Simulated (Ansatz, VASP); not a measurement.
**Two plane-wave programs on SnBrCl3**

```xyz
5
Lattice="-1.8500 3.5000 5.4500 1.8500 -3.5000 5.4500 1.8500 3.5000 -5.4500" Properties=species:S:1:pos:R:3 pbc="T T T"
Sn    0.0000    0.0000    0.0000
Br    0.0000    0.0000    2.4525
Cl    0.0000    0.0000    8.5783
Cl    1.8500    1.6800    0.0000
Cl    0.0000    1.8200    5.4500
```

Alike in both runs: task relaxation of cell and atoms; functional PBE; k mesh 4 × 4 × 4; occupations gaussian, width 0.15 eV; no spin polarisation.

|  | VASP | Ansatz |
| --- | --- | --- |
| version | VASP 6.6.1 | Ansatz 0.2.0 |
| potentials or method | VASP PAW PBE potentials, release 64 (Sn_d, Br, Cl), cutoff 600 eV | scalar-relativistic, plane waves, PAW |
| valence electrons in the cell | 42 | 42 |

```tsv
	VASP	Ansatz	Ansatz less VASP
gap on the k mesh at the Fermi level, each at its own relaxed structure (eV)	1.45	1.44	-0.005
relaxed volume (Å³/atom)	36.06	34.62	-1.443
relaxed cell length with the largest relative difference (Å)	7.385	7.281	-0.1036
```

The k mesh is coarse, so the values compare programs but aren't converged. Noted on VASP's run: the volume moved by over 15 % at a fixed basis, so the end points are rough.
